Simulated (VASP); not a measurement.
**SiNi3: relaxation of cell and atoms with r2SCAN**

The system is SiNi3.

```
Si Ni
1.0
     3.54200    0.00000    0.00000
     0.00000    3.54200    0.00000
     0.00000    0.00000    3.54200
Si Ni
1 3
Direct
  0.00000 0.00000 0.00000
  0.00000 0.50000 0.50000
  0.50000 0.00000 0.50000
  0.50000 0.50000 0.00000
```

| Quantity | Value |
| --- | --- |
| Program | VASP 6.6.1 |
| Task | relaxation of cell and atoms |
| Functional | r2SCAN |
| Potentials or basis | VASP PAW PBE potentials, release 64 (Si, Ni) |
| Cutoff | 600 eV |
| k mesh | 6 × 6 × 6 |
| Occupations | gaussian, width 0.1 eV |
| Spin | no spin polarisation |
| Dipole correction | no |
| Further INCAR settings | ALGO = Normal; EDIFF = 1e-06; IBRION = 2; EDIFFG = -0.05; NSW = 100; ISIF = 3 |

```
Relaxed volume                         : 10.41 Å³/atom
Relaxed cell                           : a = 3.467 Å, b = 3.467 Å, c = 3.467 Å, α = 90.00°, β = 90.00°, γ = 90.00°
Space group after relaxing (to 0.05 Å) : Pm-3m (No. 221)
Energy gained by relaxing              : 31.0 meV/atom
Ionic steps                            : 3
Pressure after relaxing                : 0.1 GPa
Band gap on the k mesh                 : zero (band 17 reaches 11.04 eV, above the bottom of band 18 at 10.77 eV)
```

Step by step:
| step | energy change (eV) | largest force (eV/Å) | pressure (GPa) | volume (Å³) |
| --- | --- | --- | --- | --- |
| 1 | 0.0000 | 0.0000 | -13.24 | 44.44 |
| 2 | 0.0389 | 0.0000 | 19.77 | 38.79 |
| 3 | -0.1241 | 0.0000 | 0.12 | 41.66 |

Final structure:
```yaml
crystal:
  lattice:
    - [3.46657, 0.00000, 0.00000]
    - [0.00000, 3.46657, 0.00000]
    - [0.00000, 0.00000, 3.46657]
  atoms:
    - { symbol: Si, position: [0.00000, 0.00000, 0.00000] }
    - { symbol: Ni, position: [0.00000, 0.50000, 0.50000] }
    - { symbol: Ni, position: [0.50000, 0.00000, 0.50000] }
    - { symbol: Ni, position: [0.50000, 0.50000, 0.00000] }
```

Levels at points of the mesh, in eV from the Fermi level:
```
           k point  band 14  band 15  band 16  band 17  band 18  band 19  band 20  band 21
(0.00, 0.00, 0.00)    -0.77    -0.77    -0.38     0.03     0.03     0.03     5.59     6.70
(0.50, 0.00, 0.00)    -1.42    -1.29    -0.70     0.03     3.89     3.89     5.56     5.56
(0.50, 0.50, 0.00)    -1.61    -1.23    -1.12    -1.01     0.67     0.67     6.07     6.97
(0.50, 0.50, 0.50)    -1.37    -1.37    -0.53    -0.24    -0.24    -0.24     1.51     4.36
```

Wall time 3.7 min on 1 thread of Intel(R) Xeon(R) Platinum 8488C (Sapphire Rapids), with other jobs on the host, peak memory 0.17 GiB.

Caveat: the PAW data sets were made with another functional, which shifts forces and pressure a little. Spin polarisation is off, so any magnetic state and its effect on volume and gap are missing.
